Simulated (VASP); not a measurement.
# Fe (Pm-3m) in VASP: notebook

Runs on Fe. Level: BLYP. Tasks: single point.

Program: VASP 6.6.1. These are calculated values, not measurements. Logs are shortened: lines on timing, memory, paths and dates and some standing lists are left out, and cuts for length are marked.

**1. The cell of the first run**

It takes space group Pm-3m (No. 221, cubic). The conventional cell has a = 2.362 Å, b = 2.362 Å, c = 2.362 Å, α = 90.00°, β = 90.00°, γ = 90.00°. Fe (site symmetry m-3m) has 6 Fe at 2.36 Å within 3.1 Å.

**2. Single point, BLYP (volume scaled by 1.08)**

INCAR reads:

```
PREC = Accurate ; ENCUT = 520
EDIFF = 1E-7 ; ISMEAR = -1
SIGMA = 0.1 ; LREAL = F
LASPH = T ; NELM = 60
ALGO = Normal ; ISIF = 2
LWAVE = F ; LCHARG = F
GGA = B5 ; ALDAX = 1.0
AGGAX = 1.0 ; AGGAC = 1.0
ALDAC = 0.0 ; NBANDS = 10
```

KPOINTS reads:

```
regular mesh
0
Gamma
  15 15 15
```

POSCAR reads:

```
Fe
1.0
    2.3616687626      0.0000000000      0.0000000000
    0.0000000000      2.3616687626      0.0000000000
    0.0000000000      0.0000000000      2.3616687626
Fe
1
Direct
    0.0000000000      0.0000000000      0.0000000000
```

Potentials or basis: VASP PAW PBE potentials, release 64 (Fe).

Command:

```
$ cat potpaw_PBE.64/Fe/POTCAR > POTCAR
$ mpirun -np 1 vasp_std > vasp.out
```

OUTCAR:

```text
PREC = Accurate
   ENCUT = 520
   EDIFF = 1E-7
   ISMEAR = -1
   LREAL = F
   LASPH = T
   NELM = 60
   ISIF = 2
   GGA = B5

 ion  position               nearest neighbor table
   1  0.000  0.000  0.000-

  LATTYP: Found a simple cubic cell.
 ALAT       =     2.3616687626

  Lattice vectors:

 A1 = (   2.3616687626,   0.0000000000,   0.0000000000)
 A2 = (   0.0000000000,   2.3616687626,   0.0000000000)
 A3 = (   0.0000000000,   0.0000000000,   2.3616687626)

Analysis of symmetry for initial positions (statically):
=====================================================================
 Subroutine PRICEL returns:
 Original cell was already a primitive cell.

 Routine SETGRP: Setting up the symmetry group for a
 simple cubic supercell.

 Subroutine GETGRP returns: Found 48 space group operations
 (whereof 48 operations were pure point group operations)
 out of a pool of 48 trial point group operations.

The static configuration has the point symmetry O_h .

Analysis of symmetry for dynamics (positions and initial velocities):
=====================================================================
 Subroutine PRICEL returns:
 Original cell was already a primitive cell.

 Routine SETGRP: Setting up the symmetry group for a
 simple cubic supercell.

 Subroutine GETGRP returns: Found 48 space group operations
 (whereof 48 operations were pure point group operations)
 out of a pool of 48 trial point group operations.

The dynamic configuration has the point symmetry O_h .

 Subroutine INISYM returns: Found 48 space group operations
 (whereof 48 operations are pure point group operations),
 and found     1 'primitive' translations

----------------------------------------------------------------------------------------

                                     Primitive cell

  volume of cell :      13.1722

  direct lattice vectors                    reciprocal lattice vectors
     2.361668763  0.000000000  0.000000000     0.423429405  0.000000000  0.000000000
     0.000000000  2.361668763  0.000000000     0.000000000  0.423429405  0.000000000
     0.000000000  0.000000000  2.361668763     0.000000000  0.000000000  0.423429405

  length of vectors
     2.361668763  2.361668763  2.361668763     0.423429405  0.423429405  0.423429405

  position of ions in fractional coordinates (direct lattice)
     0.000000000  0.000000000  0.000000000

  ion indices of the primitive-cell ions
   primitive index   ion index
                 1           1

----------------------------------------------------------------------------------------

 KPOINTS: regular mesh

Automatic generation of k-mesh.
 Grid dimensions read from file:
 generate k-points for:   15   15   15

 Generating k-lattice:

  Cartesian coordinates                     Fractional coordinates (reciprocal lattice)
     0.028228627  0.000000000  0.000000000     0.066666667  0.000000000  0.000000000
     0.000000000  0.028228627  0.000000000     0.000000000  0.066666667  0.000000000
     0.000000000  0.000000000  0.028228627     0.000000000  0.000000000  0.066666667

  Length of vectors
     0.028228627  0.028228627  0.028228627

  Shift w.r.t. Gamma in fractional coordinates (k-lattice)
     0.000000000  0.000000000  0.000000000

 Subroutine IBZKPT returns following result:
 ===========================================

 Found    120 irreducible k-points:

 Following reciprocal coordinates:
            Coordinates               Weight
  0.000000  0.000000  0.000000      1.000000
  0.066667  0.000000  0.000000      6.000000
  0.133333  0.000000  0.000000      6.000000
  0.200000  0.000000  0.000000      6.000000
  0.266667  0.000000  0.000000      6.000000
  0.333333  0.000000  0.000000      6.000000
[... 16 lines left out ...]
  0.266667  0.200000  0.000000     24.000000
  0.333333  0.200000  0.000000     24.000000
 [... further k-points ...]
   k-points           NKPTS =    120   k-points in BZ     NKDIM =    120   number of bands    NBANDS=     10
   number of dos      NEDOS =    301   number of ions     NIONS =      1
   total plane-waves  NPLWV =   5832
   dimension x,y,z NGX =    18 NGY =   18 NGZ =   18
   dimension x,y,z NGXF=    36 NGYF=   36 NGZF=   36
   ions per type =               1
   NGX,Y,Z   is equivalent  to a cutoff of  12.67, 12.67, 12.67 a.u.
   NGXF,Y,Z  is equivalent  to a cutoff of  25.34, 25.34, 25.34 a.u.
 SYSTEM =  unknown system
   PREC   = accura    normal or accurate (medium, high low for compatibility)
   ISTART =      0    job   : 0-new  1-cont  2-samecut
   ICHARG =      2    charge: 1-file 2-atom 10-const
   ISPIN  =      1    spin polarized calculation?
   LNONCOLLINEAR =      F non collinear calculations
   LSORBIT =      F    spin-orbit coupling
   LASPH  =      T    aspherical Exc in radial PAW
   ENCUT  =  520.0 eV  38.22 Ry    6.18 a.u.   4.39  4.39  4.39*2*pi/ulx,y,z
   NELM   =     60;   NELMIN=  2; NELMDL= -5     # of ELM steps
   EDIFF  = 0.1E-06   stopping-criterion for ELM
   LREAL  =      F    real-space projection
   EDIFFG = 0.1E-05   stopping-criterion for IOM
   NSW    =      0    number of steps for IOM
   IBRION =     -1    ionic relax: 0-MD 1-quasi-New 2-CG
   NFREE  =      0    steps in history (QN), initial steepest desc. (CG)
   ISIF   =      2    stress and relaxation
   ISYM   =      2    0-nonsym 1-usesym 2-fastsym
   POTIM  = 0.5000    time-step for ionic-motion
   TEBEG  =    0.0;   TEEND  =   0.0 temperature during run
   PSTRESS=    0.0 pullay stress
   NELECT =       8.0000    total number of electrons
   NUPDOWN=      -1.0000    fix difference up-down
   EMIN   =  10.00;   EMAX   =-10.00  energy-range for DOS
   EFERMI =   0.00;   METHOD = LEGACY
   ISMEAR =    -1;   SIGMA  =   0.10  broadening in eV -4-tet -1-fermi 0-gaus
   EFERMI_NEDOS =   21; number of points for ismear=-14 and -15
   IALGO  =     38    algorithm
   IMIX   =      4    mixing-type and parameters
     AMIX     =   0.40;   BMIX     =  1.00
     AMIX_MAG =   1.60;   BMIX_MAG =  1.00
  volume/ion in A,a.u.               =      13.17        88.89
  Fermi-wavevector in a.u.,A,eV,Ry     =   1.386391  2.619900 26.151499  1.922081
  Thomas-Fermi vector in A             =   2.510712
   LORBIT       =      0    0 simple, 1 ext, 2 COOP (PROOUT), +10 PAW based schemes
   GGA     = B5    functional components
   LHFCALC =     F    Hartree Fock is set to
   AEXX    =    0.0000 exact exchange contribution
   IVDW    =     0    specifies the selected vdW correction
   LEPSILON=     F    determine dielectric tensor
   LRPA    =     F    only Hartree local field effects (RPA)
 non-spin polarized calculation
  energy-cutoff  :      520.00
  volume of cell :       13.17
 maximum number of plane-waves:       370
 NGX is ok and might be reduce to    18
   NGX =  9   NGY =  9   NGZ =  9

 number of electron       8.0000003 magnetization

 Free energy of the ion-electron system (eV)
  ---------------------------------------------------
  ext. energy  EPLUGINS =         0.00000000
  ---------------------------------------------------
  free energy    TOTEN  =        -6.24031469 eV

  energy without entropy =       -6.14846772  energy(sigma->0) =       -6.19439121

 E-fermi :   5.0639     XC(G=0): -11.6021

 val. band max:        5.0438948857   @ k =   0.4000   0.2667   0.2000
 cond. band min:       5.0710171902   @ k =   0.2667   0.0667   0.0000
 fundamental gap:      0.0271223045
 Fermi energy:         5.0639056096

 k-point     1 :       0.0000    0.0000    0.0000
  band No.  band energies     occupation
      1      -2.3488      2.00000
      2       1.8434      2.00000
      3       1.8434      2.00000
      4       5.8824      0.00056
      5       5.8824      0.00056
      6       5.8824      0.00056
      7      24.3306      0.00000
      8      24.3306      0.00000
      9      24.3306      0.00000
     10      28.2706      0.00000

 k-point     2 :       0.0667    0.0000    0.0000
  band No.  band energies     occupation
      1      -2.2176      2.00000
      2       1.8652      2.00000
      3       1.9155      2.00000
      4       5.8190      0.00105
      5       5.8190      0.00105
      6       5.8875      0.00053
      7      22.7903      0.00000
      8      24.5144      0.00000
      9      24.5144      0.00000
     10      28.2720      0.00000

 k-point     3 :       0.1333    0.0000    0.0000
  band No.  band energies     occupation
      1      -1.8337      2.00000
      2       1.9273      2.00000
      3       2.1258      2.00000
      4       5.6432      0.00608
      5       5.6432      0.00608
      6       5.9017      0.00046
      7      20.2075      0.00000
      8      25.0522      0.00000
      9      25.0522      0.00000
     10      28.2758      0.00000

 k-point     4 :       0.2000    0.0000    0.0000
  band No.  band energies     occupation
      1      -1.2282      2.00000
      2       2.0201      2.00000
      3       2.4569      2.00000
      4       5.3934      0.07151
      5       5.3934      0.07151
      6       5.9228      0.00037
      7      17.6063      0.00000
      8      25.9079      0.00000
      9      25.9079      0.00000
     10      28.2815      0.00000
[... 222 lines left out ...]
 k-point    22 :       0.2000    0.2000    0.0000
  band No.  band energies     occupation
      1      -0.1995      2.00000
      2       2.3784      2.00000
      3       2.9069      2.00000
      4       4.9439      1.53720
      5       5.3998      0.06723
      6       5.5122      0.02236
      7      17.9209      0.00000
      8      19.6395      0.00000
      9      27.4215      0.00000
     10      29.7221      0.00000

 k-point    23 :       0.2667    0.2000    0.0000
  band No.  band energies     occupation
      1       0.4625      2.00000
      2       2.4980      2.00000
      3       3.2711      2.00000
      4       4.8440      1.80038
      5       5.1815      0.47174
      6       5.5039      0.02426
      7      15.9752      0.00000
      8      19.9433      0.00000
      9      28.5067      0.00000
     10      29.9096      0.00000

 k-point    24 :       0.3333    0.2000    0.0000
  band No.  band energies     occupation
      1       1.1380      2.00000
      2       2.5780      2.00000
      3       3.4649      2.00000
      4       4.9448      1.53380
      5       5.1573      0.56421
      6       5.5333      0.01814
      7      13.7833      0.00000
      8      20.8810      0.00000
      9      28.9211      0.00000
     10      29.8138      0.00000

 [... further k-points ...]
[... 5 lines left out ...]
  --------------------------------------------------------------------------------------
  -------------------------------------------------------------------------------------
  Total       -0.9783253     -0.9783253     -0.9783253      0.0000000      0.0000000     -0.0000000
  in kB     -118.9972408   -118.9972408   -118.9972408      0.0000000      0.0000000     -0.0000000
  external PRESSURE =    -118.9972408 kB  Pullay stress =       0.0000000 kB

 VOLUME and BASIS-vectors are now :
 -----------------------------------------------------------------------------
  energy-cutoff  :      520.00
  volume of cell :       13.17
      direct lattice vectors                 reciprocal lattice vectors
     2.361668763  0.000000000  0.000000000     0.423429405  0.000000000  0.000000000
     0.000000000  2.361668763  0.000000000     0.000000000  0.423429405  0.000000000
     0.000000000  0.000000000  2.361668763     0.000000000  0.000000000  0.423429405

 POSITION                                       TOTAL-FORCE (eV/Angst)
 -----------------------------------------------------------------------------------
      0.00000      0.00000      0.00000         0.000000      0.000000      0.000000
 -----------------------------------------------------------------------------------
    total drift:                               -0.000000      0.000000      0.000000

  FREE ENERGIE OF THE ION-ELECTRON SYSTEM (eV)
  ---------------------------------------------------
  free  energy   TOTEN  =        -6.2403146942 eV

  energy  without entropy=       -6.1484677193  energy(sigma->0) =       -6.19439121
```

Wall time 7 s (1 thread of Intel Xeon 6975P-C (Granite Rapids), shared host); peak memory 0.12 GiB.

Results:

| Quantity | Value |
| --- | --- |
| Free energy | -6.2403 eV |
| Pressure | -11.9 GPa |
| Band gap on the k mesh | zero (band 4 reaches 6.77 eV, above the bottom of band 5 at 4.50 eV) |

Caveat: the cell differs from its parent crystal (volume scaled by 1.08); the PAW data sets were made with another functional, which shifts forces and pressure a little; the run has no spin polarisation, though such a crystal can be magnetic.

**3. Single point, BLYP (volume scaled by 1.12)**

INCAR reads:

```
SYSTEM = Fe
AGGAC = 1.0
AGGAX = 1.0
ALDAC = 0.0
ALDAX = 1.0
ALGO = Normal
EDIFF = 1E-6
ENCUT = 520
GGA = B5
ISIF = 2
ISMEAR = -1
LASPH = .TRUE.
LCHARG = .FALSE.
LREAL = .FALSE.
LWAVE = .FALSE.
NBANDS = 10
NELM = 60
PREC = Accurate
SIGMA = 0.1
```

KPOINTS reads:

```
k-points
0
G
  15 15 15
  0 0 0
```

POSCAR reads:

```
Fe
1.0
    2.3904724399      0.0000000000      0.0000000000
    0.0000000000      2.3904724399      0.0000000000
    0.0000000000      0.0000000000      2.3904724399
Fe
1
Direct
    0.0000000000      0.0000000000      0.0000000000
```

Potentials or basis: VASP PAW PBE potentials, release 64 (Fe).

Command:

```
$ cat potpaw_PBE.64/Fe/POTCAR > POTCAR
$ mpirun -np 1 vasp_std > vasp.out
```

Run time: 7 s. Hardware: 1 thread of Intel Xeon 6975P-C (Granite Rapids), shared host; peak memory 0.12 GiB.

The run converged. Its results:

```
Free energy            : -6.1977 eV
Pressure               : -16.0 GPa
Band gap on the k mesh : zero (band 4 reaches 6.35 eV, above the bottom of band 5 at 4.19 eV)
```

Levels at points of the mesh, in eV from the Fermi level:
```csv
k point,band 2,band 3,band 4,band 5,band 6,band 7
"(0.00, 0.00, 0.00)",-3.06,-3.06,0.78,0.78,0.78,18.83
```

Caveat: the cell differs from its parent crystal (volume scaled by 1.12); the PAW data sets were made with another functional, which shifts forces and pressure a little; the run has no spin polarisation, though such a crystal can be magnetic. Spin polarisation is off, so any magnetic state and its effect on volume and gap are missing.

**4. Single point, BLYP, collinear spin, ferromagnetic start**

This run uses another cell than the first one, of 13.93 Å³/atom, 1.058 times its volume.

INCAR reads:

```
SYSTEM = Fe
  PREC = Accurate
  ENCUT = 520
  EDIFF = 1E-7
  ISMEAR = -1
  SIGMA = 0.05
  LREAL = .FALSE.
  LASPH = .TRUE.
  NELM = 150
  ALGO = Normal
  ISIF = 2
  LWAVE = .FALSE.
  LCHARG = .FALSE.
  ISPIN = 2
  MAGMOM = 2.5
  LORBIT = 11
  LMAXMIX = 4
  GGA = B5
  ALDAX = 1.0
  AGGAX = 1.0
  AGGAC = 1.0
  ALDAC = 0.0
  NBANDS = 14
```

KPOINTS reads:

```
regular mesh
0
G
  13 13 13
  0 0 0
```

POSCAR reads:

```
Fe
1.0
    2.4063866513      0.0000000000      0.0000000000
    0.0000000000      2.4063866513      0.0000000000
    0.0000000000      0.0000000000      2.4063866513
Fe
1
Direct
    0.0000000000      0.0000000000      0.0000000000
```

Command:

```
$ cat potpaw_PBE.64/Fe/POTCAR > POTCAR
$ mpirun -np 1 vasp_std > vasp.out
```

It used 25 s of CPU time on 1 thread of Intel Xeon 6975P-C, on a shared host.

The run converged. Its results:

* Free energy: -6.6026 eV
* Pressure: 0.0 GPa
* Net moment: 2.44 μB per cell
* Site moments: Fe +2.42 μB
* Valence electrons inside the program's atomic spheres: Fe 7.15

Levels at points of the mesh, in eV from the Fermi level:
Spin up:
| k point | band 3 | band 4 | band 5 | band 6 | band 7 | band 8 |
| --- | --- | --- | --- | --- | --- | --- |
| (0.00, 0.00, 0.00) | -3.77 | -0.65 | -0.65 | -0.65 | 18.17 | 18.17 |
Spin down:
| k point | band 1 | band 2 | band 3 | band 4 | band 5 | band 6 |
| --- | --- | --- | --- | --- | --- | --- |
| (0.00, 0.00, 0.00) | -7.15 | -2.29 | -2.29 | 2.30 | 2.30 | 2.30 |

Caveat: the PAW data sets were made with another functional, which shifts forces and pressure a little.

**5. The runs side by side**

```csv
spin,cell,k mesh,smearing,gap on the mesh (eV),pressure (GPa)
off,"a = 2.362 Å, 1 atom",15 × 15 × 15,fermi-dirac 0.1 eV,none,-11.9
off,"a = 2.390 Å, 1 atom",15 × 15 × 15,fermi-dirac 0.1 eV,none,-16.0
"collinear, ferromagnetic start","a = 2.406 Å, 1 atom",13 × 13 × 13,fermi-dirac 0.05 eV,none,0.0
```

Alike in all rows: task single point; level BLYP; potentials or basis VASP PAW PBE potentials, release 64 (Fe); cutoff (eV) 520.

Caveats: the PAW data sets were made with another functional, which shifts forces and pressure a little.

Total energies depend on the potentials used, so only differences within one code and one set of settings carry meaning.
